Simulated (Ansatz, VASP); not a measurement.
One calculation of HfN, two programs

```
CELL_PARAMETERS angstrom
0.00000 2.22083 2.27381
2.27381 0.00000 2.27381
2.27381 2.22083 0.00000
ATOMIC_POSITIONS crystal
Hf 0.00033 0.99967 0.00033
N 0.49573 0.50427 0.49573
```

Change from the starting cell: mode 5 frozen in at -0.019 Å, normal strain along y -0.0233.

Alike in both runs: task single point; functional PBE; k mesh 16 × 16 × 16; occupations gaussian, width 0.15 eV; no spin polarisation.

```csv
,VASP,Ansatz
version,VASP 6.6.1,Ansatz 0.2.0
potentials or method,"VASP PAW PBE potentials, release 64 (Hf_pv, N), cutoff 520 eV","scalar-relativistic, plane waves, PAW"
valence electrons in the cell,15,31
```

|  | VASP | Ansatz | Ansatz less VASP |
| --- | --- | --- | --- |
| gap on the k mesh at the Fermi level (eV) | none | none | - |
| pressure (GPa) | 4.6 | 7.0 | +2.38 |
| traceless stress, the component that is largest in VASP (GPa) | 8.50 | 8.57 | +0.073 |
| rms of the force components (eV/Å) | 0.168 | 0.168 | +0.0003 |

Atom by atom the forces differ by 0.000 eV/Å (rms over components). A gap of «none» marks a metal or a gap that the smearing closes. VASP's potentials hold 15 valence electrons a cell and Ansatz's 31, so a difference there can come from the potentials and not from the codes.

Spin-orbit coupling is off throughout.
